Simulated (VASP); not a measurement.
Crystal: GaAs.

```
CELL_PARAMETERS angstrom
0.00000 2.83308 2.83308
2.83308 0.00000 2.83308
2.83308 2.83308 0.00000
ATOMIC_POSITIONS crystal
Ga 0.00000 0.00000 0.00000
As 0.25000 0.25000 0.25000
```

Program: VASP 6.6.1. Alike in all runs: no spin polarisation; cell as given; cutoff (eV) 520; smearing gaussian 0.01 eV.

Question: Order these runs on this cell by their band gap on the k mesh, lowest first.
A. level PBE; potentials or basis VASP PAW PBE potentials, release 64 (Ga_d, As); k mesh 6 × 6 × 6
B. level LDA; potentials or basis VASP PAW LDA potentials, release 64 (Ga_d, As); k mesh 8 × 8 × 8
C. level r2SCAN; potentials or basis VASP PAW PBE potentials, release 64 (Ga_d, As); k mesh 8 × 8 × 8

Answer: B (0.28 eV), A (0.47 eV), C (0.94 eV).

Caveats: the gap is small at this level, which inflates the dielectric constant (some runs).

A k mesh can miss the band edges.
